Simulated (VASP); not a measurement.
# BP (F-43m) in VASP: a series of runs

The runs below take BP through relaxation of cell and atoms, single point, with r2SCAN, PBE0.

Program: VASP 6.6.1. These are calculated values, not measurements. Logs are shortened: lines on timing, memory, paths and dates and some standing lists are left out, and cuts for length are marked.

## (1) The cell of the first run

Symmetry: F-43m, No. 216, cubic system. Conventional cell: a = 4.548 Å, b = 4.548 Å, c = 4.548 Å, α = 90.00°, β = 90.00°, γ = 90.00°. B (site symmetry -43m) has 4 P at 1.97 Å within 2.6 Å. P (site symmetry -43m) has 4 B at 1.97 Å within 2.6 Å.

## (2) Relaxation of cell and atoms, r2SCAN

Input file POSCAR:

```
BP
1.0
    0.0000000000      2.2741914346      2.2741914346
    2.2741914346      0.0000000000      2.2741914346
    2.2741914346      2.2741914346      0.0000000000
B P
1 1
Direct
    0.0000000000      0.0000000000      0.0000000000
    0.2500000000      0.2500000000      0.2500000000
```

Input file INCAR.step1:

```
PREC = Accurate
ENCUT = 600
ISMEAR = -1
SIGMA = 0.02
LREAL = False
LASPH = True
NELM = 100
GGA = PE
ALGO = Normal
EDIFF = 1E-4
LWAVE = True
LCHARG = False
```

Input file INCAR.step2:

```
PREC = Accurate
ENCUT = 600
EDIFF = 1E-6
ISMEAR = -1
SIGMA = 0.02
LREAL = False
LASPH = True
NELM = 100
ALGO = Normal
ISIF = 3
LWAVE = False
LCHARG = False
METAGGA = R2SCAN
LMIXTAU = True
IBRION = 2
NSW = 80
EDIFFG = -0.005
ISTART = 1
```

Input file KPOINTS:

```
Automatic mesh
0
Gamma
  8 8 8
```

Potentials or basis: VASP PAW PBE potentials, release 64 (B, P).

Run with:

```
> cat potpaw_PBE.64/B/POTCAR potpaw_PBE.64/P/POTCAR > POTCAR
> cp INCAR.step1 INCAR
> mpirun -np 1 vasp_std > vasp.out
> cp INCAR.step2 INCAR
> mpirun -np 1 vasp_std > vasp.out
```

OUTCAR:

```text
PREC = Accurate
   ENCUT = 600
   EDIFF = 1E-6
   ISMEAR = -1
   LREAL = False
   LASPH = True
   NELM = 100
   ISIF = 3
   METAGGA = R2SCAN
   IBRION = 2
   NSW = 80
   EDIFFG = -0.005
   ISTART = 1

 ion  position               nearest neighbor table
   1  0.000  0.000  0.000-   2 1.97   2 1.97   2 1.97   2 1.97
   2  0.250  0.250  0.250-   1 1.97   1 1.97   1 1.97   1 1.97

  LATTYP: Found a face centered cubic cell.
 ALAT       =     4.5483828692

  Lattice vectors:

 A1 = (   0.0000000000,   2.2741914346,   2.2741914346)
 A2 = (   2.2741914346,   0.0000000000,   2.2741914346)
 A3 = (   2.2741914346,   2.2741914346,   0.0000000000)

Analysis of symmetry for initial positions (statically):
=====================================================================
 Subroutine PRICEL returns:
 Original cell was already a primitive cell.

 Routine SETGRP: Setting up the symmetry group for a
 face centered cubic supercell.

 Subroutine GETGRP returns: Found 24 space group operations
 (whereof 24 operations were pure point group operations)
 out of a pool of 48 trial point group operations.

The static configuration has the point symmetry T_d .

Analysis of symmetry for dynamics (positions and initial velocities):
=====================================================================
 Subroutine PRICEL returns:
 Original cell was already a primitive cell.

 Routine SETGRP: Setting up the symmetry group for a
 face centered cubic supercell.

 Subroutine GETGRP returns: Found 24 space group operations
 (whereof 24 operations were pure point group operations)
 out of a pool of 48 trial point group operations.

The dynamic configuration has the point symmetry T_d .

 Subroutine INISYM returns: Found 24 space group operations
 (whereof 24 operations are pure point group operations),
 and found     1 'primitive' translations

----------------------------------------------------------------------------------------

                                     Primitive cell

  volume of cell :      23.5240

  direct lattice vectors                    reciprocal lattice vectors
     0.000000000  2.274191435  2.274191435    -0.219858360  0.219858360  0.219858360
     2.274191435  0.000000000  2.274191435     0.219858360 -0.219858360  0.219858360
     2.274191435  2.274191435  0.000000000     0.219858360  0.219858360 -0.219858360

  length of vectors
     3.216192370  3.216192370  3.216192370     0.380805851  0.380805851  0.380805851

  position of ions in fractional coordinates (direct lattice)
     0.000000000  0.000000000  0.000000000
     0.250000000  0.250000000  0.250000000

  ion indices of the primitive-cell ions
   primitive index   ion index
                 1           1
                 2           2

----------------------------------------------------------------------------------------

 KPOINTS: Automatic mesh

Automatic generation of k-mesh.
 Grid dimensions read from file:
 generate k-points for:    8    8    8

 Generating k-lattice:

  Cartesian coordinates                     Fractional coordinates (reciprocal lattice)
    -0.027482295  0.027482295  0.027482295     0.125000000  0.000000000  0.000000000
     0.027482295 -0.027482295  0.027482295     0.000000000  0.125000000  0.000000000
     0.027482295  0.027482295 -0.027482295     0.000000000  0.000000000  0.125000000

  Length of vectors
     0.047600731  0.047600731  0.047600731

  Shift w.r.t. Gamma in fractional coordinates (k-lattice)
     0.000000000  0.000000000  0.000000000

 Subroutine IBZKPT returns following result:
 ===========================================

 Found     29 irreducible k-points:

 Following reciprocal coordinates:
            Coordinates               Weight
  0.000000  0.000000  0.000000      1.000000
  0.125000  0.000000  0.000000      8.000000
  0.250000  0.000000  0.000000      8.000000
  0.375000  0.000000  0.000000      8.000000
  0.500000  0.000000  0.000000      4.000000
  0.125000  0.125000  0.000000      6.000000
[... 16 lines left out ...]
  0.500000  0.250000  0.125000     48.000000
 -0.375000  0.250000  0.125000     24.000000
 [... further k-points ...]
   k-points           NKPTS =     29   k-points in BZ     NKDIM =     29   number of bands    NBANDS=      8
   number of dos      NEDOS =    301   number of ions     NIONS =      2
   total plane-waves  NPLWV =  21952
   dimension x,y,z NGX =    28 NGY =   28 NGZ =   28
   dimension x,y,z NGXF=    56 NGYF=   56 NGZF=   56
   ions per type =               1   1
   NGX,Y,Z   is equivalent  to a cutoff of  14.47, 14.47, 14.47 a.u.
   NGXF,Y,Z  is equivalent  to a cutoff of  28.95, 28.95, 28.95 a.u.
 SYSTEM =  unknown system
   PREC   = accura    normal or accurate (medium, high low for compatibility)
   ISTART =      1    job   : 0-new  1-cont  2-samecut
   ICHARG =      0    charge: 1-file 2-atom 10-const
   ISPIN  =      1    spin polarized calculation?
   LNONCOLLINEAR =      F non collinear calculations
   LSORBIT =      F    spin-orbit coupling
   LASPH  =      T    aspherical Exc in radial PAW
   ENCUT  =  600.0 eV  44.10 Ry    6.64 a.u.   6.42  6.42  6.42*2*pi/ulx,y,z
   NELM   =    100;   NELMIN=  2; NELMDL=  0     # of ELM steps
   EDIFF  = 0.1E-05   stopping-criterion for ELM
   LREAL  =      F    real-space projection
   EDIFFG = -.5E-02   stopping-criterion for IOM
   NSW    =     80    number of steps for IOM
   IBRION =      2    ionic relax: 0-MD 1-quasi-New 2-CG
   NFREE  =      1    steps in history (QN), initial steepest desc. (CG)
   ISIF   =      3    stress and relaxation
   ISYM   =      2    0-nonsym 1-usesym 2-fastsym
   POTIM  = 0.5000    time-step for ionic-motion
   TEBEG  =    0.0;   TEEND  =   0.0 temperature during run
   PSTRESS=    0.0 pullay stress
   NELECT =       8.0000    total number of electrons
   NUPDOWN=      -1.0000    fix difference up-down
   EMIN   =  10.00;   EMAX   =-10.00  energy-range for DOS
   EFERMI =   0.00;   METHOD = LEGACY
   ISMEAR =    -1;   SIGMA  =   0.02  broadening in eV -4-tet -1-fermi 0-gaus
   EFERMI_NEDOS =   21; number of points for ismear=-14 and -15
   IALGO  =     38    algorithm
   IMIX   =      4    mixing-type and parameters
     AMIX     =   0.40;   BMIX     =  1.00
     AMIX_MAG =   1.60;   BMIX_MAG =  1.00
  volume/ion in A,a.u.               =      11.76        79.37
  Fermi-wavevector in a.u.,A,eV,Ry     =   1.142706  2.159401 17.766172  1.305777
  Thomas-Fermi vector in A             =   2.279403
   LORBIT       =      0    0 simple, 1 ext, 2 COOP (PROOUT), +10 PAW based schemes
   METAGGA = R2SCAN    functional components
   LHFCALC =     F    Hartree Fock is set to
   AEXX    =    0.0000 exact exchange contribution
   IVDW    =     0    specifies the selected vdW correction
   LEPSILON=     F    determine dielectric tensor
   LRPA    =     F    only Hartree local field effects (RPA)
 conjugate gradient relaxation of ions
 non-spin polarized calculation
  energy-cutoff  :      600.00
  volume of cell :       23.52
 maximum number of plane-waves:       817
 NGX is ok and might be reduce to    28
   NGX = 13   NGY = 13   NGZ = 13

--------------------------------------- Ionic step        1  -------------------------------------------

 number of electron       8.0000000 magnetization

 Free energy of the ion-electron system (eV)
  ---------------------------------------------------
  ext. energy  EPLUGINS =         0.00000000
  ---------------------------------------------------
  free energy    TOTEN  =       -17.31081449 eV

  energy without entropy =      -17.31081449  energy(sigma->0) =      -17.31081449

------------------------ aborting loop because EDIFF is reached ----------------------------------------

  FORCE on cell =-STRESS in cart. coord.  units (eV):
  Direction    XX          YY          ZZ          XY          YZ          ZX
  --------------------------------------------------------------------------------------
  -------------------------------------------------------------------------------------
  Total       -0.2621431     -0.2621431     -0.2621431      0.0000000      0.0000000     -0.0000000
  in kB      -17.8540984    -17.8540984    -17.8540984      0.0000000      0.0000000     -0.0000000
  external PRESSURE =     -17.8540984 kB  Pullay stress =       0.0000000 kB
[... 57 lines left out ...]
  energy  without entropy=      -17.3113579134  energy(sigma->0) =      -17.31135791

--------------------------------------- Ionic step        3  -------------------------------------------

 number of electron       8.0000000 magnetization

 Free energy of the ion-electron system (eV)
  ---------------------------------------------------
  ext. energy  EPLUGINS =         0.00000000
  ---------------------------------------------------
  free energy    TOTEN  =       -17.31222193 eV

  energy without entropy =      -17.31222193  energy(sigma->0) =      -17.31222193

 E-fermi :   7.8880     XC(G=0): -11.5178

 val. band max:        7.4348528310   @ k =   0.0000   0.0000   0.0000
 cond. band min:       8.9075199508   @ k =   0.3750   0.3750   0.0000
 fundamental gap:      1.4726671197
 Fermi energy:         7.8879706809

 k-point     1 :       0.0000    0.0000    0.0000
  band No.  band energies     occupation
      1      -8.8593      2.00000
      2       7.4349      2.00000
      3       7.4349      2.00000
      4       7.4349      2.00000
      5      11.0818      0.00000
      6      11.0818      0.00000
      7      11.0818      0.00000
      8      15.5081      0.00000
[... 243 lines left out ...]
 k-point    24 :      -0.3750    0.2500    0.1250
  band No.  band energies     occupation
      1      -4.6477      2.00000
      2      -1.4977      2.00000
      3       2.6593      2.00000
      4       4.1434      2.00000
      5      11.9951      0.00000
      6      13.0077      0.00000
      7      16.3582      0.00000
      8      17.9698      0.00000

 [... further k-points ...]

------------------------ aborting loop because EDIFF is reached ----------------------------------------

  FORCE on cell =-STRESS in cart. coord.  units (eV):
  Direction    XX          YY          ZZ          XY          YZ          ZX
  --------------------------------------------------------------------------------------
  -------------------------------------------------------------------------------------
  Total        0.0005904      0.0005904      0.0005904     -0.0000000     -0.0000000     -0.0000000
  in kB        0.0406465      0.0406465      0.0406465     -0.0000000     -0.0000000     -0.0000000
  external PRESSURE =       0.0406465 kB  Pullay stress =       0.0000000 kB
[... 17 lines left out ...]
  FREE ENERGIE OF THE ION-ELECTRON SYSTEM (eV)
  ---------------------------------------------------
  free  energy   TOTEN  =       -17.3122219310 eV

  energy  without entropy=      -17.3122219310  energy(sigma->0) =      -17.31222193

 reached required accuracy - stopping structural energy minimisation
```

Wall time 66 s (1 thread of Intel Xeon 6975P-C, shared host); peak memory 0.16 GiB.

Results:

```
Free energy                            : -17.3122 eV
Relaxed volume                         : 11.64 Å³/atom
Relaxed cell                           : a = 3.205 Å, b = 3.205 Å, c = 3.205 Å, α = 60.00°, β = 60.00°, γ = 60.00°
Space group after relaxing (to 0.05 Å) : F-43m (No. 216)
Energy gained by relaxing              : 0.7 meV/atom
Ionic steps                            : 3
Pressure after relaxing                : 0.0 GPa
Band gap on the k mesh                 : 1.47 eV, indirect (least direct gap 3.65 eV)
```

Step by step:
```tsv
step	energy change (eV)	largest force (eV/Å)	pressure (GPa)	volume (Å³)
1	0.0000	0.0000	-1.79	23.52
2	-0.0005	0.0000	1.45	23.08
3	-0.0014	0.0000	0.00	23.27
```

Final structure:
```
CELL_PARAMETERS angstrom
0.00000 2.26610 2.26610
2.26610 0.00000 2.26610
2.26610 2.26610 0.00000
ATOMIC_POSITIONS crystal
B 0.00000 0.00000 0.00000
P 0.25000 0.25000 0.25000
```

Levels at points of the mesh, in eV from the valence-band top:
```
           k point  band 2  band 3  band 4  band 5  band 6  band 7
(0.00, 0.00, 0.00)    0.00    0.00    0.00    3.65    3.65    3.65
(0.50, 0.00, 0.00)   -9.53   -1.87   -1.87    4.16    5.03    5.03
(0.50, 0.50, 0.00)   -9.15   -4.36   -4.36    1.53    1.91   13.10
```

Caveat: the PAW data sets were made with another functional, which shifts forces and pressure a little. A k mesh can miss the band edges.

[end of part 1 of 2]
